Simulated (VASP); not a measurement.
# Se (P3_121) in VASP: notebook, part 2 of 2

VASP 6.6.1. Earlier steps stand in the parts before.

**5. Single point, r2SCAN+D3(BJ)**

This run uses another cell than the first one, of 28.90 Å³/atom, 1.060 times its volume.

Contents of POSCAR:

```
Se
1.0
    4.4518335053      0.0000000000      0.0000000000
   -2.2259167526      3.8554009090      0.0000000000
    0.0000000000      0.0000000000      5.0507540772
Se
3
Direct
    0.7746000000      0.7746000000      0.0000000000
    0.0000000000      0.2254000000      0.6666666667
    0.2254000000      0.0000000000      0.3333333333
```

Contents of INCAR.step1:

```
SYSTEM = Se
PREC = Accurate
ENCUT = 520
ISMEAR = -1
SIGMA = 0.05
LREAL = .FALSE.
LASPH = .TRUE.
NELM = 80
NBANDS = 16
GGA = PE
ALGO = Normal
EDIFF = 1E-4
LWAVE = .TRUE.
LCHARG = .FALSE.
```

Contents of INCAR.step2:

```
SYSTEM = Se
PREC = Accurate
ENCUT = 520
EDIFF = 1E-7
ISMEAR = -1
SIGMA = 0.05
LREAL = .FALSE.
LASPH = .TRUE.
NELM = 80
ALGO = Normal
ISIF = 2
LWAVE = .FALSE.
LCHARG = .FALSE.
METAGGA = R2SCAN
LMIXTAU = .TRUE.
IVDW = 12
VDW_S6 = 1.0
VDW_S8 = 0.78981345
VDW_A1 = 0.49484001
VDW_A2 = 5.73083694
NBANDS = 16
ISTART = 1
```

Contents of KPOINTS:

```
Automatic mesh
0
G
  7 7 6
  0 0 0
```

The run is started by

```sh
cat potpaw_PBE.64/Se/POTCAR > POTCAR
cp INCAR.step1 INCAR
mpirun -np 1 vasp_std > vasp.out
cp INCAR.step2 INCAR
mpirun -np 1 vasp_std > vasp.out
```

Wall time 2.2 min (1 thread of AMD EPYC 9R45 (Zen 5), shared host); peak memory 0.22 GiB.

Results (log left out):

| Property | Result |
| --- | --- |
| Free energy | -43.3276 eV |
| Pressure | -2.6 GPa |
| Largest force | 0.490 eV/Å |
| Band gap on the k mesh | 1.37 eV, indirect (least direct gap 1.61 eV) |
| Dispersion energy per atom | -0.142 eV |

Forces in eV/Å, atoms in the order of the input:
```
Se   0.245  0.424  0.000
Se   0.245 -0.424  0.000
Se  -0.490  0.000  0.000
```

Stress tensor (GPa, compression positive):
```
-2.34  0.00  0.00
 0.00 -2.34  0.00
 0.00  0.00 -3.23
```

Levels at points of the mesh, in eV from the valence-band top:
| k point | band 5 | band 6 | band 7 | band 8 | band 9 | band 10 | band 11 | band 12 | band 13 | band 14 |
| --- | --- | --- | --- | --- | --- | --- | --- | --- | --- | --- |
| (0.00, 0.00, 0.00) | -3.78 | -3.58 | -1.90 | -1.90 | -0.37 | 2.05 | 2.05 | 2.38 | 6.67 | 7.09 |
| (0.00, 0.00, 0.50) | -3.30 | -3.30 | -1.40 | -1.40 | -1.06 | 1.47 | 1.49 | 1.49 | 7.01 | 7.91 |

Caveat: the PAW data sets were made with another functional, which shifts forces and pressure a little. A k mesh can miss the band edges.

**6. Relaxation of cell and atoms, PBEsol+D4**

Contents of INCAR:

```
SYSTEM = Se
PREC = Accurate
ENCUT = 600
EDIFF = 1E-6
ISMEAR = -1
SIGMA = 0.05
LREAL = .False.
LASPH = .True.
NELM = 60
ALGO = Normal
ISIF = 3
LWAVE = .False.
LCHARG = .False.
GGA = PS
IVDW = 13
IBRION = 2
NSW = 60
EDIFFG = -0.01
```

Contents of KPOINTS:

```
Automatic mesh
0
Gamma
  7 7 6
  0 0 0
```

Contents of POSCAR:

```
Se
1.0
    4.3662000000      0.0000000000      0.0000000000
   -2.1831000000      3.7812401180      0.0000000000
    0.0000000000      0.0000000000      4.9536000000
Se
3
Direct
    0.7746000000      0.7746000000      0.0000000000
    0.0000000000      0.2254000000      0.6666666667
    0.2254000000      0.0000000000      0.3333333333
```

Potentials or basis: VASP PAW PBE potentials, release 64 (Se).

The run is started by

```sh
cat potpaw_PBE.64/Se/POTCAR > POTCAR
mpirun -np 1 vasp_std > vasp.out
```

It took 2.1 min on 1 thread of AMD EPYC 9R45 (Zen 5), shared host; peak memory 0.21 GiB.

It converged, with:

```yaml
Free_energy: -12.2627 eV
Relaxed_volume: 22.84 Å³/atom
Relaxed_cell: a = 3.922 Å, b = 3.922 Å, c = 5.144 Å, α = 90.00°, β = 90.00°, γ = 120.00°
Space_group_after_relaxing_to_0.05_Å: P3_121 (No. 152)
Energy_gained_by_relaxing: 55.5 meV/atom
Ionic_steps: 12
Pressure_after_relaxing: 0.0 GPa
Largest_force_after_relaxing: 0.005 eV/Å
Band_gap_on_the_k_mesh: 0.82 eV, indirect (least direct gap 1.00 eV)
Dispersion_energy_per_atom: -0.239 eV
```

Forces in eV/Å, atoms in the order of the input:
```
Se   0.003  0.004  0.000
Se   0.003 -0.004  0.000
Se  -0.005  0.000  0.000
```

Step by step:
| step | energy change (eV) | largest force (eV/Å) | pressure (GPa) | volume (Å³) |
| --- | --- | --- | --- | --- |
| 1 | 0.0000 | 0.3288 | -0.78 | 81.78 |
| 2 | -0.0290 | 0.2619 | -0.94 | 80.23 |
| 3 | -0.1030 | 0.1249 | -0.98 | 75.62 |
| 4 | -0.1560 | 0.0206 | 1.64 | 66.73 |
| 5 | -0.1603 | 0.0477 | 0.60 | 68.99 |
| 6 | -0.1608 | 0.0410 | 0.84 | 68.39 |
| 7 | -0.1419 | 0.2847 | -2.67 | 70.30 |
| 8 | -0.1645 | 0.0659 | -0.24 | 68.94 |
| 9 | -0.1666 | 0.0117 | -0.04 | 68.56 |
| 10 | -0.1666 | 0.0108 | -0.06 | 68.55 |
| 11 | -0.1665 | 0.0119 | 0.21 | 68.40 |
| 12 | -0.1666 | 0.0052 | 0.02 | 68.52 |

Final structure:
```xyz
3
Lattice="3.9219 0.0000 0.0000 -1.9610 3.3965 0.0000 0.0000 0.0000 5.1435" Properties=species:S:1:pos:R:3 pbc="T T T"
Se    1.4539    2.5181    0.0000
Se    3.4148    0.8784    3.4290
Se    1.0142    0.0000    1.7145
```

Levels at points of the mesh, in eV from the valence-band top:
| k point | band 7 | band 8 | band 9 | band 10 | band 11 | band 12 |
| --- | --- | --- | --- | --- | --- | --- |
| (0.00, 0.00, 0.00) | -1.86 | -1.86 | -0.64 | 1.43 | 1.43 | 2.14 |
| (0.00, 0.00, 0.50) | -1.42 | -1.18 | -1.18 | 0.82 | 0.84 | 0.84 |

Caveat: the volume moved by over 15 % at a fixed basis, so the end points are rough; the PAW data sets were made with another functional, which shifts forces and pressure a little; the volume moved by -16 % from the deposited cell, more than functionals usually miss. A k mesh can miss the band edges.

**7. Summary**

| task | level | cell | cutoff (eV) | gap on the mesh (eV) | pressure (GPa) | largest force (eV/Å) |
| --- | --- | --- | --- | --- | --- | --- |
| single point | r2SCAN+D3(BJ) | a = 4.366, b = 4.366, c = 4.954 Å, angles 90.0, 90.0, 120.0°, 3 atoms | 520 | 1.45 | 0.4 | 0.05 |
| single point | r2SCAN+D3(BJ) | a = 4.395, b = 4.395, c = 4.986 Å, angles 90.0, 90.0, 120.0°, 3 atoms | 520 | 1.42 | -0.7 | 0.14 |
| single point | r2SCAN+D3(BJ) | a = 4.424, b = 4.424, c = 5.019 Å, angles 90.0, 90.0, 120.0°, 3 atoms | 520 | 1.40 | -1.7 | 0.32 |
| single point | r2SCAN+D3(BJ) | a = 4.452, b = 4.452, c = 5.051 Å, angles 90.0, 90.0, 120.0°, 3 atoms | 520 | 1.37 | -2.6 | 0.49 |
| relaxation of cell and atoms | PBEsol+D4 | relaxed from a = 4.366, b = 4.366, c = 4.954 Å, angles 90.0, 90.0, 120.0°, 3 atoms | 600 | 0.82 | 0.0 | 0.01 |

Alike in all rows: potentials or basis VASP PAW PBE potentials, release 64 (Se); no spin polarisation; k mesh 7 × 7 × 6; smearing fermi-dirac 0.05 eV.

Caveats: the PAW data sets were made with another functional, which shifts forces and pressure a little; the volume moved by over 15 % at a fixed basis, so the end points are rough (some runs); the volume moved by -16 % from the deposited cell, more than functionals usually miss (some runs).

Absolute energies hang on the potentials; compare differences alone.
